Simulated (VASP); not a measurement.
# Ru (P6_3/mmc) in VASP: a series of runs

The runs below take Ru through single point, relaxation of cell and atoms, with PBEsol.

All numbers are computed with VASP 6.6.1; they aren't measurements. Logs are shortened: lines on timing, memory, paths and dates and some standing lists are left out, and cuts for length are marked.

### 1 The cell of the first run

It takes space group P6_3/mmc (No. 194, hexagonal). Conventional cell: a = 2.573 Å, b = 2.573 Å, c = 4.087 Å, α = 90.00°, β = 90.00°, γ = 120.00°. Ru (site symmetry -6m2) has 12 Ru at 2.53 to 2.57 Å within 3.3 Å.

### 2 Single point, PBEsol (volume scaled by 0.88)

File INCAR:

```
ALGO     = Normal         # electronic algorithm
EDIFF    = 1E-6           # SCF threshold, eV
ENCUT    = 520            # plane-wave cutoff, eV
GGA      = PS             # functional
ISIF     = 2              # what is computed and relaxed
ISMEAR   = -1             # smearing method
LASPH    = True           # aspherical terms in the spheres
LCHARG   = False          # write CHGCAR
LREAL    = False          # projectors in reciprocal space
LWAVE    = False          # write WAVECAR
NBANDS   = 21             # bands
NELM     = 80             # most SCF steps
PREC     = Accurate       # precision mode
SIGMA    = 0.05           # smearing width, eV
```

File KPOINTS:

```
k-points
0
Gamma
  18 18 10
```

File POSCAR:

```
Ru
1.0
    2.5733298344      0.0000000000      0.0000000000
   -1.2866649172      2.2285690089      0.0000000000
    0.0000000000      0.0000000000      4.0874931902
Ru
2
Direct
    0.3333333333      0.6666666667      0.2500000000
    0.6666666667      0.3333333333      0.7500000000
```

Potentials or basis: VASP PAW PBE potentials, release 64 (Ru_pv).

The run is started by

```console
> cat potpaw_PBE.64/Ru_pv/POTCAR > POTCAR
> mpirun -np 1 vasp_std > vasp.out
```

OUTCAR:

```text
EDIFF = 1E-6
   ENCUT = 520
   GGA = PS
   ISIF = 2
   ISMEAR = -1
   LASPH = True
   LREAL = False
   NELM = 80
   PREC = Accurate

 ion  position               nearest neighbor table
   1  0.333  0.667  0.250-   2 2.53   2 2.53   2 2.53   2 2.53   2 2.53   2 2.53
   2  0.667  0.333  0.750-   1 2.53   1 2.53   1 2.53   1 2.53   1 2.53   1 2.53

  LATTYP: Found a hexagonal cell.
 ALAT       =     2.5733298344
 C/A-ratio  =     1.5884062492

  Lattice vectors:

 A1 = (   2.5733298344,   0.0000000000,   0.0000000000)
 A2 = (  -1.2866649172,   2.2285690089,   0.0000000000)
 A3 = (   0.0000000000,   0.0000000000,   4.0874931902)

Analysis of symmetry for initial positions (statically):
=====================================================================
 Subroutine PRICEL returns:
 Original cell was already a primitive cell.

 Routine SETGRP: Setting up the symmetry group for a
 hexagonal supercell.

 Subroutine GETGRP returns: Found 24 space group operations
 (whereof 12 operations were pure point group operations)
 out of a pool of 24 trial point group operations.

The static configuration has the point symmetry D_3d.
 The point group associated with its full space group is D_6h.

Analysis of symmetry for dynamics (positions and initial velocities):
=====================================================================
 Subroutine PRICEL returns:
 Original cell was already a primitive cell.

 Routine SETGRP: Setting up the symmetry group for a
 hexagonal supercell.

 Subroutine GETGRP returns: Found 24 space group operations
 (whereof 12 operations were pure point group operations)
 out of a pool of 24 trial point group operations.

The dynamic configuration has the point symmetry D_3d.
 The point group associated with its full space group is D_6h.

 Subroutine INISYM returns: Found 24 space group operations
 (whereof 12 operations are pure point group operations),
 and found     1 'primitive' translations

----------------------------------------------------------------------------------------

                                     Primitive cell

  volume of cell :      23.4411

  direct lattice vectors                    reciprocal lattice vectors
     2.573329834  0.000000000  0.000000000     0.388601565  0.224359218  0.000000000
    -1.286664917  2.228569009  0.000000000     0.000000000  0.448718436  0.000000000
     0.000000000  0.000000000  4.087493190     0.000000000  0.000000000  0.244648726

  length of vectors
     2.573329834  2.573329834  4.087493190     0.448718436  0.448718436  0.244648726

  position of ions in fractional coordinates (direct lattice)
     0.333333333  0.666666667  0.250000000
     0.666666667  0.333333333  0.750000000

  ion indices of the primitive-cell ions
   primitive index   ion index
                 1           1
                 2           2

----------------------------------------------------------------------------------------

 KPOINTS: k-points

Automatic generation of k-mesh.
 Grid dimensions read from file:
 generate k-points for:   18   18   10

 Generating k-lattice:

  Cartesian coordinates                     Fractional coordinates (reciprocal lattice)
     0.021588976  0.012464401  0.000000000     0.055555556  0.000000000  0.000000000
     0.000000000  0.024928802  0.000000000     0.000000000  0.055555556  0.000000000
     0.000000000  0.000000000  0.024464873     0.000000000  0.000000000  0.100000000

  Length of vectors
     0.024928802  0.024928802  0.024464873

  Shift w.r.t. Gamma in fractional coordinates (k-lattice)
     0.000000000  0.000000000  0.000000000

 Subroutine IBZKPT returns following result:
 ===========================================

 Found    222 irreducible k-points:

 Following reciprocal coordinates:
            Coordinates               Weight
  0.000000  0.000000  0.000000      1.000000
  0.055556  0.000000  0.000000      6.000000
  0.111111  0.000000  0.000000      6.000000
  0.166667 -0.000000  0.000000      6.000000
  0.222222  0.000000  0.000000      6.000000
  0.277778  0.000000  0.000000      6.000000
[... 16 lines left out ...]
  0.333333  0.111111  0.000000     12.000000
  0.388889  0.111111  0.000000     12.000000
 [... further k-points ...]
   k-points           NKPTS =    222   k-points in BZ     NKDIM =    222   number of bands    NBANDS=     21
   number of dos      NEDOS =    301   number of ions     NIONS =      2
   total plane-waves  NPLWV =  12000
   dimension x,y,z NGX =    20 NGY =   20 NGZ =   30
   dimension x,y,z NGXF=    40 NGYF=   40 NGZF=   60
   ions per type =               2
   NGX,Y,Z   is equivalent  to a cutoff of  12.92, 12.92, 12.20 a.u.
   NGXF,Y,Z  is equivalent  to a cutoff of  25.84, 25.84, 24.40 a.u.
 SYSTEM =  unknown system
   PREC   = accura    normal or accurate (medium, high low for compatibility)
   ISTART =      0    job   : 0-new  1-cont  2-samecut
   ICHARG =      2    charge: 1-file 2-atom 10-const
   ISPIN  =      1    spin polarized calculation?
   LNONCOLLINEAR =      F non collinear calculations
   LSORBIT =      F    spin-orbit coupling
   LASPH  =      T    aspherical Exc in radial PAW
   ENCUT  =  520.0 eV  38.22 Ry    6.18 a.u.   4.78  4.78  7.60*2*pi/ulx,y,z
   NELM   =     80;   NELMIN=  2; NELMDL= -5     # of ELM steps
   EDIFF  = 0.1E-05   stopping-criterion for ELM
   LREAL  =      F    real-space projection
   EDIFFG = 0.1E-04   stopping-criterion for IOM
   NSW    =      0    number of steps for IOM
   IBRION =     -1    ionic relax: 0-MD 1-quasi-New 2-CG
   NFREE  =      0    steps in history (QN), initial steepest desc. (CG)
   ISIF   =      2    stress and relaxation
   ISYM   =      2    0-nonsym 1-usesym 2-fastsym
   POTIM  = 0.5000    time-step for ionic-motion
   TEBEG  =    0.0;   TEEND  =   0.0 temperature during run
   PSTRESS=    0.0 pullay stress
   NELECT =      28.0000    total number of electrons
   NUPDOWN=      -1.0000    fix difference up-down
   EMIN   =  10.00;   EMAX   =-10.00  energy-range for DOS
   EFERMI =   0.00;   METHOD = LEGACY
   ISMEAR =    -1;   SIGMA  =   0.05  broadening in eV -4-tet -1-fermi 0-gaus
   EFERMI_NEDOS =   21; number of points for ismear=-14 and -15
   IALGO  =     38    algorithm
   IMIX   =      4    mixing-type and parameters
     AMIX     =   0.40;   BMIX     =  1.00
     AMIX_MAG =   1.60;   BMIX_MAG =  1.00
  volume/ion in A,a.u.               =      11.72        79.09
  Fermi-wavevector in a.u.,A,eV,Ry     =   1.737006  3.282465 41.051359  3.017190
  Thomas-Fermi vector in A             =   2.810312
   LORBIT       =      0    0 simple, 1 ext, 2 COOP (PROOUT), +10 PAW based schemes
   GGA     = PS    functional components
   LHFCALC =     F    Hartree Fock is set to
   AEXX    =    0.0000 exact exchange contribution
   IVDW    =     0    specifies the selected vdW correction
   LEPSILON=     F    determine dielectric tensor
   LRPA    =     F    only Hartree local field effects (RPA)
 non-spin polarized calculation
  energy-cutoff  :      520.00
  volume of cell :       23.44
 maximum number of plane-waves:       651
 NGX is ok and might be reduce to    20
   NGX =  9   NGY =  9   NGZ = 15

 number of electron      28.0000012 magnetization

 Free energy of the ion-electron system (eV)
  ---------------------------------------------------
  ext. energy  EPLUGINS =         0.00000000
  ---------------------------------------------------
  free energy    TOTEN  =       -19.81259305 eV

  energy without entropy =      -19.80113045  energy(sigma->0) =      -19.80686175

 E-fermi :  15.5748     XC(G=0): -15.2095

 val. band max:       15.5738210485   @ k =   0.1667   0.1111   0.3000
 cond. band min:      15.5782705975   @ k =   0.3889   0.1111   0.4000
 fundamental gap:      0.0044495490
 Fermi energy:        15.5747589582

 k-point     1 :       0.0000    0.0000    0.0000
  band No.  band energies     occupation
      1     -28.6928      2.00000
      2     -27.1822      2.00000
      3     -27.1822      2.00000
      4     -26.9203      2.00000
      5     -26.9203      2.00000
      6     -26.8608      2.00000
[... 13 lines left out ...]
     20      25.7266      0.00000
     21      27.7470      0.00000

 k-point     2 :       0.0556    0.0000    0.0000
  band No.  band energies     occupation
      1     -28.6759      2.00000
      2     -27.2203      2.00000
      3     -27.1949      2.00000
      4     -26.9599      2.00000
      5     -26.9252      2.00000
      6     -26.8684      2.00000
[... 13 lines left out ...]
     20      25.7266      0.00000
     21      27.7331      0.00000

 k-point     3 :       0.1111    0.0000    0.0000
  band No.  band energies     occupation
      1     -28.6261      2.00000
      2     -27.3300      2.00000
      3     -27.2307      2.00000
      4     -27.0726      2.00000
      5     -26.9398      2.00000
      6     -26.8912      2.00000
[... 13 lines left out ...]
     20      25.7265      0.00000
     21      27.6710      0.00000

 k-point     4 :       0.1667   -0.0000    0.0000
  band No.  band energies     occupation
      1     -28.5463      2.00000
      2     -27.4975      2.00000
      3     -27.2839      2.00000
      4     -27.2411      2.00000
      5     -26.9636      2.00000
      6     -26.9295      2.00000
[... 13 lines left out ...]
     20      25.7264      0.00000
     21      27.5312      0.00000

 k-point     5 :       0.2222    0.0000    0.0000
  band No.  band energies     occupation
      1     -28.4415      2.00000
      2     -27.7021      2.00000
      3     -27.4414      2.00000
      4     -27.3468      2.00000
      5     -26.9943      2.00000
      6     -26.9832      2.00000
[... 13 lines left out ...]
     20      25.7263      0.00000
     21      27.3200      0.00000

 k-point     6 :       0.2778    0.0000    0.0000
  band No.  band energies     occupation
      1     -28.3184      2.00000
      2     -27.9185      2.00000
      3     -27.6476      2.00000
      4     -27.4117      2.00000
      5     -27.0517      2.00000
      6     -27.0284      2.00000
[... 13 lines left out ...]
     20      25.7260      0.00000
     21      27.0770      0.00000

 k-point     7 :       0.3333    0.0000    0.0000
  band No.  band energies     occupation
      1     -28.1862      2.00000
      2     -28.1203      2.00000
      3     -27.8355      2.00000
      4     -27.4711      2.00000
      5     -27.1322      2.00000
      6     -27.0614      2.00000
[... 13 lines left out ...]
     20      26.5112      0.00000
     21      26.7757      0.00000
[... 291 lines left out ...]
      1     -28.3981      2.00000
      2     -27.7140      2.00000
      3     -27.6027      2.00000
      4     -27.3078      2.00000
      5     -27.0555      2.00000
      6     -27.0065      2.00000
[... 13 lines left out ...]
     20      25.7262      0.00000
     21      27.2901      0.00000

 k-point    21 :       0.2222    0.1111    0.0000
  band No.  band energies     occupation
      1     -28.2779      2.00000
      2     -27.9097      2.00000
      3     -27.7508      2.00000
      4     -27.4064      2.00000
      5     -27.1036      2.00000
      6     -27.0752      2.00000
[... 13 lines left out ...]
     20      25.7259      0.00000
     21      27.1429      0.00000

 k-point    22 :       0.2778    0.1111    0.0000
  band No.  band energies     occupation
      1     -28.1483      2.00000
      2     -28.0979      2.00000
      3     -27.8803      2.00000
      4     -27.5001      2.00000
      5     -27.1562      2.00000
      6     -27.1467      2.00000
[... 13 lines left out ...]
     20      27.0037      0.00000
     21      27.0897      0.00000

 k-point    23 :       0.3333    0.1111    0.0000
  band No.  band energies     occupation
      1     -28.2505      2.00000
      2     -28.0214      2.00000
      3     -27.9839      2.00000
      4     -27.5755      2.00000
      5     -27.2433      2.00000
      6     -27.1813      2.00000
[... 13 lines left out ...]
     20      26.0616      0.00000
     21      27.8797      0.00000

 k-point    24 :       0.3889    0.1111    0.0000
  band No.  band energies     occupation
      1     -28.3493      2.00000
      2     -28.0513      2.00000
      3     -27.9183      2.00000
      4     -27.6239      2.00000
      5     -27.3203      2.00000
      6     -27.2039      2.00000
[... 13 lines left out ...]
     20      25.7255      0.00000
     21      28.1538      0.00000

 [... further k-points ...]

------------------------ aborting loop because EDIFF is reached ----------------------------------------

  FORCE on cell =-STRESS in cart. coord.  units (eV):
  Direction    XX          YY          ZZ          XY          YZ          ZX
  --------------------------------------------------------------------------------------
  -------------------------------------------------------------------------------------
  Total        8.8301819      8.8301819      8.8445155     -0.0000000      0.0000000      0.0000000
  in kB      603.5338687    603.5338687    604.5135581     -0.0000000      0.0000000      0.0000000
  external PRESSURE =     603.8604319 kB  Pullay stress =       0.0000000 kB

 VOLUME and BASIS-vectors are now :
 -----------------------------------------------------------------------------
  energy-cutoff  :      520.00
  volume of cell :       23.44
      direct lattice vectors                 reciprocal lattice vectors
     2.573329834  0.000000000  0.000000000     0.388601565  0.224359218  0.000000000
    -1.286664917  2.228569009  0.000000000     0.000000000  0.448718436  0.000000000
     0.000000000  0.000000000  4.087493190     0.000000000  0.000000000  0.244648726

 POSITION                                       TOTAL-FORCE (eV/Angst)
 -----------------------------------------------------------------------------------
     -0.00000      1.48571      1.02187         0.000000      0.000000      0.000000
      1.28666      0.74286      3.06562        -0.000000     -0.000000      0.000000
 -----------------------------------------------------------------------------------
    total drift:                                0.000000     -0.000000      0.000000

  FREE ENERGIE OF THE ION-ELECTRON SYSTEM (eV)
  ---------------------------------------------------
  free  energy   TOTEN  =       -19.8125930513 eV

  energy  without entropy=      -19.8011304494  energy(sigma->0) =      -19.80686175
```

Wall time 37 s (1 thread of AMD EPYC 9R45 (Zen 5), shared host); peak memory 0.17 GiB.

Results:

| Item | Value |
| --- | --- |
| Free energy | -19.8126 eV |
| Pressure | 60.4 GPa |
| Band gap on the k mesh | zero (band 14 reaches 17.46 eV, above the bottom of band 15 at 13.52 eV) |

Caveat: the cell differs from its parent crystal (volume scaled by 0.88); the PAW data sets were made with another functional, which shifts forces and pressure a little.

### 3 Single point, PBEsol

This run uses another cell than the first one, of 12.52 Å³/atom, 1.068 times its volume.

File INCAR:

```
PREC = Accurate ; ENCUT = 520
EDIFF = 1E-6 ; ISMEAR = -1
SIGMA = 0.05 ; LREAL = F
LASPH = T ; NELM = 80
ALGO = Normal ; ISIF = 2
LWAVE = F ; LCHARG = F
GGA = PS ; NBANDS = 21
```

File KPOINTS:

```
Automatic mesh
0
Gamma
  18 18 10
```

File POSCAR:

```
Ru
1.0
    2.6325193574      0.0000000000      0.0000000000
   -1.3162596787      2.2798286395      0.0000000000
    0.0000000000      0.0000000000      4.1720546361
Ru
2
Direct
    0.3333333333      0.6666666667      0.2500000000
    0.6666666667      0.3333333333      0.7500000000
```

Potentials or basis: VASP PAW PBE potentials, release 64 (Ru_pv).

The run is started by

```console
> cat potpaw_PBE.64/Ru_pv/POTCAR > POTCAR
> mpirun -np 1 vasp_std > vasp.out
```

Wall time 36 s (1 thread of AMD EPYC 9R45 (Zen 5), shared host); peak memory 0.17 GiB.

It converged, with:

```
Free energy            : -20.2295 eV
Pressure               : 25.0 GPa
Band gap on the k mesh : zero (band 14 reaches 15.93 eV, above the bottom of band 15 at 12.37 eV)
```

Levels at points of the mesh, in eV from the Fermi level:
```tsv
k point	band 12	band 13	band 14	band 15	band 16	band 17
(0.00, 0.00, 0.00)	-2.16	-2.16	-1.55	-1.55	1.34	1.35
(0.50, 0.00, 0.00)	-1.95	-1.70	1.67	2.15	2.22	4.55
(0.00, 0.00, 0.50)	-3.12	-3.01	-3.01	0.65	0.65	0.65
(0.50, 0.00, 0.50)	-1.19	0.50	0.50	1.96	1.96	3.72
```

Caveat: the PAW data sets were made with another functional, which shifts forces and pressure a little.

### 4 Relaxation of cell and atoms, PBEsol

This run uses another cell than the first one, of 13.57 Å³/atom, 1.158 times its volume.

File INCAR:

```
ALGO = Normal
EDIFF = 1E-6
EDIFFG = -0.005
ENCUT = 600
GGA = PS
IBRION = 2
ISIF = 3
ISMEAR = -1
LASPH = T
LCHARG = F
LREAL = F
LWAVE = F
NELM = 60
NSW = 60
PREC = Accurate
SIGMA = 0.05
```

File KPOINTS:

```
k-points
0
Gamma
  18 18 10
```

File POSCAR:

```
Ru
1.0
    2.6844463720      0.0000000000      0.0000000000
   -1.3422231860      2.3247987533      0.0000000000
    0.0000000000      0.0000000000      4.3488031227
Ru
2
Direct
    0.3333333333      0.6666666667      0.2500000000
    0.6666666667      0.3333333333      0.7500000000
```

The run is started by

```console
> cat potpaw_PBE.64/Ru_pv/POTCAR > POTCAR
> mpirun -np 1 vasp_std > vasp.out
```

Wall time 5.1 min (1 thread of Intel Xeon Platinum 8259CL at 2.50GHz (Skylake/Cascade Lake), shared host); peak memory 0.26 GiB.

It converged, with:

- Free energy: -20.3489 eV
- Relaxed volume: 13.32 Å³/atom
- Relaxed cell: a = 2.689 Å, b = 2.689 Å, c = 4.252 Å, α = 90.00°, β = 90.00°, γ = 120.00°
- Space group after relaxing (to 0.05 Å): P6_3/mmc (No. 194)
- Energy gained by relaxing: 13.2 meV/atom
- Ionic steps: 6
- Pressure after relaxing: 0.0 GPa
- Band gap on the k mesh: zero (band 14 reaches 14.58 eV, above the bottom of band 15 at 11.36 eV)

Step by step:
| step | energy change (eV) | largest force (eV/Å) | pressure (GPa) | volume (Å³) |
| --- | --- | --- | --- | --- |
| 1 | 0.0000 | 0.0000 | -6.38 | 27.14 |
| 2 | 0.1105 | 0.0000 | 25.49 | 25.05 |
| 3 | -0.0232 | 0.0000 | 1.51 | 26.51 |
| 4 | -0.0232 | 0.0000 | 1.85 | 26.49 |
| 5 | -0.0227 | 0.0000 | -1.86 | 26.79 |
| 6 | -0.0265 | 0.0000 | -0.04 | 26.63 |

Final structure:
```yaml
crystal:
  lattice:
    - [2.68944, 0.00000, 0.00000]
    - [-1.34472, 2.32913, 0.00000]
    - [0.00000, 0.00000, 4.25198]
  atoms:
    - { symbol: Ru, position: [0.33333, 0.66667, 0.25000] }
    - { symbol: Ru, position: [0.66667, 0.33333, 0.75000] }
```

Levels at points of the mesh, in eV from the Fermi level:
```csv
k point,band 11,band 12,band 13,band 14,band 15,band 16,band 17,band 18
"(0.00, 0.00, 0.00)",-2.49,-1.97,-1.97,-1.43,-1.43,1.23,1.23,1.27
"(0.50, 0.00, 0.00)",-2.13,-1.86,-1.56,1.49,1.92,2.01,4.17,6.24
"(0.00, 0.00, 0.50)",-2.85,-2.85,-2.79,-2.79,0.58,0.58,0.58,0.58
"(0.50, 0.00, 0.50)",-1.09,-1.09,0.45,0.45,1.75,1.75,3.45,3.45
```

Caveat: the PAW data sets were made with another functional, which shifts forces and pressure a little.

### 5 The runs side by side

| task | cell | cutoff (eV) | gap on the mesh (eV) | pressure (GPa) |
| --- | --- | --- | --- | --- |
| single point | a = 2.573, b = 2.573, c = 4.087 Å, angles 90.0, 90.0, 120.0°, 2 atoms | 520 | none | 60.4 |
| single point | a = 2.633, b = 2.633, c = 4.172 Å, angles 90.0, 90.0, 120.0°, 2 atoms | 520 | none | 25.0 |
| relaxation of cell and atoms | relaxed from a = 2.684, b = 2.684, c = 4.349 Å, angles 90.0, 90.0, 120.0°, 2 atoms | 600 | none | 0.0 |

Alike in all rows: level PBEsol; potentials or basis VASP PAW PBE potentials, release 64 (Ru_pv); no spin polarisation; k mesh 18 × 18 × 10; smearing fermi-dirac 0.05 eV.

Caveats: the PAW data sets were made with another functional, which shifts forces and pressure a little.

Total energies depend on the potentials used, so only differences within one code and one set of settings carry meaning.
